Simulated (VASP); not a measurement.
# Hf3Si2 (P4/mbm) in VASP: further runs

Runs on Hf3Si2. Level: PBEsol. Tasks: single point.

Program: VASP 6.6.1. These are calculated values, not measurements. Logs are shortened: lines on timing, memory, paths and dates and some standing lists are left out, and cuts for length are marked.

## (1) The cell of the first run

Symmetry: P4/mbm, No. 127, tetragonal system. Conventional cell: a = 6.697 Å, b = 6.697 Å, c = 3.607 Å, α = 90.00°, β = 90.00°, γ = 90.00°. Hf (site symmetry m2m) has 6 Si at 2.63 to 2.71 Å and 11 Hf at 3.06 to 3.61 Å within 3.7 Å. Hf (site symmetry 4/m) has 4 Si at 2.65 Å and 10 Hf at 3.06 to 3.61 Å within 3.7 Å. Within 3.1 Å of Si (site symmetry m2m) lie 1 Si at 2.35 Å and 8 Hf at 2.63 to 2.71 Å.

## (2) Single point, PBEsol (strain -0.0400 x Voigt [1, 1, 0, 0, 0, 0])

File INCAR:

```
SYSTEM = Hf3Si2
PREC = Accurate ; ENCUT = 520
EDIFF = 1E-7 ; ISMEAR = 0
SIGMA = 0.15 ; LREAL = .FALSE.
LASPH = .TRUE. ; NELM = 60
ALGO = Fast ; ISIF = 2
LWAVE = .FALSE. ; LCHARG = .FALSE.
GGA = PS ; NBANDS = 49
```

File KPOINTS:

```
Automatic mesh
0
G
  6 6 12
  0 0 0
```

File POSCAR:

```
Hf3Si2
1.0
    6.6974025492      0.0000000000      0.0000000000
    0.0000000000      6.6974025492      0.0000000000
    0.0000000000      0.0000000000      3.6070281186
Hf Si
6 4
Direct
    0.6738642686      0.8261357314      0.5000000000
    0.8261357314      0.3261357314      0.5000000000
    0.3261357314      0.1738642686      0.5000000000
    0.1738642686      0.6738642686      0.5000000000
    0.5000000000      0.5000000000      0.0000000000
    0.0000000000      0.0000000000      0.0000000000
    0.6238117757      0.1238117757      0.0000000000
    0.8761882243      0.6238117757      0.0000000000
    0.1238117757      0.3761882243      0.0000000000
    0.3761882243      0.8761882243      0.0000000000
```

Potentials or basis: VASP PAW PBE potentials, release 64 (Hf_pv, Si).

Command:

```
> cat potpaw_PBE.64/Hf_pv/POTCAR potpaw_PBE.64/Si/POTCAR > POTCAR
> mpirun -np 1 vasp_std > vasp.out
```

OUTCAR:

```text
SYSTEM = Hf3Si2
   PREC = Accurate
   ENCUT = 520
   EDIFF = 1E-7
   ISMEAR = 0
   LREAL = .FALSE.
   LASPH = .TRUE.
   NELM = 60
   ISIF = 2
   GGA = PS

 ion  position               nearest neighbor table
   1  0.674  0.826  0.500-   8 2.63   8 2.63  10 2.71   7 2.71   7 2.71  10 2.71   6 3.06   6 3.06
                             5 3.06   5 3.06   3 3.29   2 3.50   4 3.50   2 3.50   4 3.50
   2  0.826  0.326  0.500-   7 2.63   7 2.63   9 2.71   8 2.71   8 2.71   9 2.71   6 3.06   6 3.06
                             5 3.06   5 3.06   4 3.29   3 3.50   1 3.50   1 3.50   3 3.50
   3  0.326  0.174  0.500-   9 2.63   9 2.63  10 2.71   7 2.71   7 2.71  10 2.71   6 3.06   6 3.06
                             5 3.06   5 3.06   1 3.29   2 3.50   4 3.50   4 3.50   2 3.50
   4  0.174  0.674  0.500-  10 2.63  10 2.63   8 2.71   8 2.71   9 2.71   9 2.71   6 3.06   6 3.06
                             5 3.06   5 3.06   2 3.29   1 3.50   3 3.50   3 3.50   1 3.50
   5  0.500  0.500  0.000-   7 2.65   8 2.65   9 2.65  10 2.65   1 3.06   2 3.06   3 3.06   4 3.06
                             1 3.06   2 3.06   3 3.06   4 3.06
   6  0.000  0.000  0.000-   7 2.65   8 2.65   9 2.65  10 2.65   1 3.06   2 3.06   3 3.06   4 3.06
                             1 3.06   2 3.06   3 3.06   4 3.06
   7  0.624  0.124  0.000-  10 2.35   2 2.63   2 2.63   5 2.65   6 2.65   1 2.71   1 2.71   3 2.71
                             3 2.71
   8  0.876  0.624  0.000-   9 2.35   1 2.63   1 2.63   5 2.65   6 2.65   2 2.71   4 2.71   2 2.71
                             4 2.71
   9  0.124  0.376  0.000-   8 2.35   3 2.63   3 2.63   5 2.65   6 2.65   2 2.71   2 2.71   4 2.71
                             4 2.71
  10  0.376  0.876  0.000-   7 2.35   4 2.63   4 2.63   5 2.65   6 2.65   3 2.71   1 2.71   3 2.71
                             1 2.71

  LATTYP: Found a simple tetragonal cell.
 ALAT       =     6.6974025492
 C/A-ratio  =     0.5385711986

  Lattice vectors:

 A1 = (   6.6974025492,   0.0000000000,   0.0000000000)
 A2 = (   0.0000000000,   6.6974025492,   0.0000000000)
 A3 = (   0.0000000000,   0.0000000000,   3.6070281186)

Analysis of symmetry for initial positions (statically):
=====================================================================
 Subroutine PRICEL returns:
 Original cell was already a primitive cell.

 Routine SETGRP: Setting up the symmetry group for a
 simple tetragonal supercell.

 Subroutine GETGRP returns: Found 16 space group operations
 (whereof  8 operations were pure point group operations)
 out of a pool of 16 trial point group operations.

The static configuration has the point symmetry C_4h.
 The point group associated with its full space group is D_4h.

Analysis of symmetry for dynamics (positions and initial velocities):
=====================================================================
 Subroutine PRICEL returns:
 Original cell was already a primitive cell.

 Routine SETGRP: Setting up the symmetry group for a
 simple tetragonal supercell.

 Subroutine GETGRP returns: Found 16 space group operations
 (whereof  8 operations were pure point group operations)
 out of a pool of 16 trial point group operations.

The dynamic configuration has the point symmetry C_4h.
 The point group associated with its full space group is D_4h.

 Subroutine INISYM returns: Found 16 space group operations
 (whereof  8 operations are pure point group operations),
 and found     1 'primitive' translations

----------------------------------------------------------------------------------------

                                     Primitive cell

  volume of cell :     161.7940

  direct lattice vectors                    reciprocal lattice vectors
     6.697402549  0.000000000  0.000000000     0.149311616  0.000000000  0.000000000
     0.000000000  6.697402549  0.000000000     0.000000000  0.149311616  0.000000000
     0.000000000  0.000000000  3.607028119     0.000000000  0.000000000  0.277236541

  length of vectors
     6.697402549  6.697402549  3.607028119     0.149311616  0.149311616  0.277236541

  position of ions in fractional coordinates (direct lattice)
     0.673864269  0.826135731  0.500000000
     0.826135731  0.326135731  0.500000000
     0.326135731  0.173864269  0.500000000
     0.173864269  0.673864269  0.500000000
     0.500000000  0.500000000  0.000000000
     0.000000000  0.000000000  0.000000000
     0.623811776  0.123811776  0.000000000
     0.876188224  0.623811776  0.000000000
     0.123811776  0.376188224  0.000000000
     0.376188224  0.876188224  0.000000000

  ion indices of the primitive-cell ions
   primitive index   ion index
                 1           1
                 2           2
                 3           3
                 4           4
                 5           5
                 6           6
                 7           7
                 8           8
                 9           9
                10          10

----------------------------------------------------------------------------------------

 KPOINTS: Automatic mesh

Automatic generation of k-mesh.
 Grid dimensions read from file:
 generate k-points for:    6    6   12

 Generating k-lattice:

  Cartesian coordinates                     Fractional coordinates (reciprocal lattice)
     0.024885269  0.000000000  0.000000000     0.166666667  0.000000000  0.000000000
     0.000000000  0.024885269  0.000000000     0.000000000  0.166666667  0.000000000
     0.000000000  0.000000000  0.023103045     0.000000000  0.000000000  0.083333333

  Length of vectors
     0.024885269  0.024885269  0.023103045

  Shift w.r.t. Gamma in fractional coordinates (k-lattice)
     0.000000000  0.000000000  0.000000000

 Subroutine IBZKPT returns following result:
 ===========================================

 Found     70 irreducible k-points:

 Following reciprocal coordinates:
            Coordinates               Weight
  0.000000  0.000000  0.000000      1.000000
  0.166667  0.000000  0.000000      4.000000
  0.333333  0.000000  0.000000      4.000000
  0.500000  0.000000  0.000000      2.000000
  0.166667  0.166667  0.000000      4.000000
  0.333333  0.166667  0.000000      8.000000
[... 16 lines left out ...]
  0.333333  0.000000  0.166667      8.000000
  0.500000  0.000000  0.166667      4.000000
 [... further k-points ...]
   k-points           NKPTS =     70   k-points in BZ     NKDIM =     70   number of bands    NBANDS=     49
   number of dos      NEDOS =    301   number of ions     NIONS =     10
   total plane-waves  NPLWV =  70000
   dimension x,y,z NGX =    50 NGY =   50 NGZ =   28
   dimension x,y,z NGXF=   100 NGYF=  100 NGZF=   56
   ions per type =               6   4
   NGX,Y,Z   is equivalent  to a cutoff of  12.41, 12.41, 12.91 a.u.
   NGXF,Y,Z  is equivalent  to a cutoff of  24.82, 24.82, 25.81 a.u.
 SYSTEM =  Hf3Si2
   PREC   = accura    normal or accurate (medium, high low for compatibility)
   ISTART =      0    job   : 0-new  1-cont  2-samecut
   ICHARG =      2    charge: 1-file 2-atom 10-const
   ISPIN  =      1    spin polarized calculation?
   LNONCOLLINEAR =      F non collinear calculations
   LSORBIT =      F    spin-orbit coupling
   LASPH  =      T    aspherical Exc in radial PAW
   ENCUT  =  520.0 eV  38.22 Ry    6.18 a.u.  12.45 12.45  6.71*2*pi/ulx,y,z
   NELM   =     60;   NELMIN=  2; NELMDL= -5     # of ELM steps
   EDIFF  = 0.1E-06   stopping-criterion for ELM
   LREAL  =      F    real-space projection
   EDIFFG = 0.1E-05   stopping-criterion for IOM
   NSW    =      0    number of steps for IOM
   IBRION =     -1    ionic relax: 0-MD 1-quasi-New 2-CG
   NFREE  =      0    steps in history (QN), initial steepest desc. (CG)
   ISIF   =      2    stress and relaxation
   ISYM   =      2    0-nonsym 1-usesym 2-fastsym
   POTIM  = 0.5000    time-step for ionic-motion
   TEBEG  =    0.0;   TEEND  =   0.0 temperature during run
   PSTRESS=    0.0 pullay stress
   NELECT =      76.0000    total number of electrons
   NUPDOWN=      -1.0000    fix difference up-down
   EMIN   =  10.00;   EMAX   =-10.00  energy-range for DOS
   EFERMI =   0.00;   METHOD = LEGACY
   ISMEAR =     0;   SIGMA  =   0.15  broadening in eV -4-tet -1-fermi 0-gaus
   EFERMI_NEDOS =   21; number of points for ismear=-14 and -15
   IALGO  =     68    algorithm
   IMIX   =      4    mixing-type and parameters
     AMIX     =   0.40;   BMIX     =  1.00
     AMIX_MAG =   1.60;   BMIX_MAG =  1.00
  volume/ion in A,a.u.               =      16.18       109.18
  Fermi-wavevector in a.u.,A,eV,Ry     =   1.272600  2.404865 22.034781  1.619511
  Thomas-Fermi vector in A             =   2.405469
   LORBIT       =      0    0 simple, 1 ext, 2 COOP (PROOUT), +10 PAW based schemes
   GGA     = PS    functional components
   LHFCALC =     F    Hartree Fock is set to
   AEXX    =    0.0000 exact exchange contribution
   IVDW    =     0    specifies the selected vdW correction
   LEPSILON=     F    determine dielectric tensor
   LRPA    =     F    only Hartree local field effects (RPA)
 non-spin polarized calculation
 RMM-DIIS sequential band-by-band and
 Gauss-broadening in eV      SIGMA  =   0.15
  energy-cutoff  :      520.00
  volume of cell :      161.79
 maximum number of plane-waves:      4400
 NGX is ok and might be reduce to    50
   NGX = 25   NGY = 25   NGZ = 13

 number of electron      76.0000001 magnetization

 Free energy of the ion-electron system (eV)
  ---------------------------------------------------
  ext. energy  EPLUGINS =         0.00000000
  ---------------------------------------------------
  free energy    TOTEN  =       -93.97721419 eV

  energy without entropy =      -93.90159077  energy(sigma->0) =      -93.93940248

 E-fermi :   7.2215     XC(G=0): -12.1076

 val. band max:        7.2117461689   @ k =   0.5000   0.0000   0.3333
 cond. band min:       7.2229062600   @ k =   0.3333   0.0000   0.4167
 fundamental gap:      0.0111600911
 Fermi energy:         7.2215456566

 k-point     1 :       0.0000    0.0000    0.0000
  band No.  band energies     occupation
      1     -22.8483      2.00000
      2     -22.8483      2.00000
      3     -22.8004      2.00000
      4     -22.7084      2.00000
      5     -22.6106      2.00000
      6     -22.5610      2.00000
[... 41 lines left out ...]
     48      10.6157      0.00000
     49      10.6160      0.00000
[... 1194 lines left out ...]
     48      10.7231      0.00000
     49      11.2965      0.00000

 [... further k-points ...]
[... 5 lines left out ...]
  --------------------------------------------------------------------------------------
  -------------------------------------------------------------------------------------
  Total       18.6699114     18.6699114     10.5178791      0.0000000     -0.0000000     -0.0000000
  in kB      184.8802443    184.8802443    104.1541127      0.0000000     -0.0000000     -0.0000000
  external PRESSURE =     157.9715338 kB  Pullay stress =       0.0000000 kB

 VOLUME and BASIS-vectors are now :
 -----------------------------------------------------------------------------
  energy-cutoff  :      520.00
  volume of cell :      161.79
      direct lattice vectors                 reciprocal lattice vectors
     6.697402549  0.000000000  0.000000000     0.149311616  0.000000000  0.000000000
     0.000000000  6.697402549  0.000000000     0.000000000  0.149311616  0.000000000
     0.000000000  0.000000000  3.607028119     0.000000000  0.000000000  0.277236541

 POSITION                                       TOTAL-FORCE (eV/Angst)
 -----------------------------------------------------------------------------------
      4.51314      5.53296      1.80351         0.054389     -0.054389      0.000000
      5.53296      2.18426      1.80351        -0.054389     -0.054389      0.000000
      2.18426      1.16444      1.80351        -0.054389      0.054389     -0.000000
      1.16444      4.51314      1.80351         0.054389      0.054389     -0.000000
      3.34870      3.34870      0.00000         0.000000      0.000000      0.000000
      0.00000      0.00000      0.00000         0.000000      0.000000      0.000000
      4.17792      0.82922      0.00000        -0.030125     -0.030125      0.000000
      5.86819      4.17792      0.00000         0.030125     -0.030125     -0.000000
      0.82922      2.51948      0.00000        -0.030125      0.030125      0.000000
      2.51948      5.86819      0.00000         0.030125      0.030125      0.000000
 -----------------------------------------------------------------------------------
    total drift:                                0.000000      0.000000      0.000000

  FREE ENERGIE OF THE ION-ELECTRON SYSTEM (eV)
  ---------------------------------------------------
  free  energy   TOTEN  =       -93.9772141901 eV

  energy  without entropy=      -93.9015907711  energy(sigma->0) =      -93.93940248
```

Wall time 25 min (1 thread of Oxide Virtual Turin-like, shared host); peak memory 0.49 GiB.

What came out:

```
Free energy            : -93.9772 eV
Pressure               : 15.8 GPa
Largest force          : 0.077 eV/Å
Band gap on the k mesh : zero (bands 38 and 39 overlap by 1.25 eV)
```

Forces in eV/Å, atoms in the order of the input:
```
Hf   0.054 -0.054  0.000
Hf  -0.054 -0.054  0.000
Hf  -0.054  0.054  0.000
Hf   0.054  0.054  0.000
Hf   0.000  0.000  0.000
Hf   0.000  0.000  0.000
Si  -0.030 -0.030  0.000
Si   0.030 -0.030  0.000
Si  -0.030  0.030  0.000
Si   0.030  0.030  0.000
```

Caveat: the cell differs from its parent crystal (strain -0.0400 x Voigt [1, 1, 0, 0, 0, 0]); the stress differs along the axes, from 10 to 18 GPa; the PAW data sets were made with another functional, which shifts forces and pressure a little; spin-orbit coupling is left out, which moves the levels of the heavy elements.

(Continued in part 2 of 2.)
